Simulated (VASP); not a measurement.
Input of a VASP 6.6.1 run:

Contents of POSCAR:

```
NbP
1.0
    3.3916391894      0.0000000000      0.0000000000
    0.0000000000      3.3916391894      0.0000000000
    0.0000000000      0.0000000000      5.6812970233
Nb P
2 2
Direct
    0.0000000000      0.5000000000      0.3327280841
    0.5000000000      0.0000000000      0.6672719159
    0.0000000000      0.0000000000      0.0000000000
    0.5000000000      0.5000000000      0.0000000000
```

The input INCAR.step1:

```
ALGO     = Normal         # electronic algorithm
EDIFF    = 1E-4           # SCF threshold, eV
ENCUT    = 520            # plane-wave cutoff, eV
GGA      = PE             # functional
ISMEAR   = 0              # smearing method
LASPH    = True           # aspherical terms in the spheres
LCHARG   = False          # write CHGCAR
LREAL    = False          # projectors in reciprocal space
LWAVE    = True           # write WAVECAR
NBANDS   = 26             # bands
NELM     = 100            # most SCF steps
PREC     = Accurate       # precision mode
SIGMA    = 0.1            # smearing width, eV
```

File INCAR.step2:

```
ALGO     = Normal         # electronic algorithm
EDIFF    = 1E-6           # SCF threshold, eV
ENCUT    = 520            # plane-wave cutoff, eV
ISIF     = 2              # what is computed and relaxed
ISMEAR   = 0              # smearing method
ISTART   = 1            
LASPH    = True           # aspherical terms in the spheres
LCHARG   = False          # write CHGCAR
LMIXTAU  = True         
LREAL    = False          # projectors in reciprocal space
LWAVE    = False          # write WAVECAR
METAGGA  = R2SCAN         # meta-GGA
NBANDS   = 26             # bands
NELM     = 100            # most SCF steps
PREC     = Accurate       # precision mode
SIGMA    = 0.1            # smearing width, eV
```

The input KPOINTS:

```
k-points
0
Gamma
  6 6 4
```

Potentials or basis: VASP PAW PBE potentials, release 64 (Nb_sv, P).

Run with:

```bash
$ cat potpaw_PBE.64/Nb_sv/POTCAR potpaw_PBE.64/P/POTCAR > POTCAR
$ cp INCAR.step1 INCAR
$ mpirun -np 1 vasp_std > vasp.out
$ cp INCAR.step2 INCAR
$ mpirun -np 1 vasp_std > vasp.out
```

Q: Estimate the pressure.

A: -0.4 GPa.

Q: Estimate the band gap on the k mesh.

A: Zero (bands 18 and 19 overlap by 1.01 eV).

Q: What does it give for the largest force?

A: 0.036 eV/Å.

Forces on the atoms (eV/Å):
```
Nb   0.000  0.000 -0.036
Nb   0.000  0.000  0.036
P    0.000  0.000  0.000
P    0.000  0.000  0.000
```

Caveat: the PAW data sets were made with another functional, which shifts forces and pressure a little.
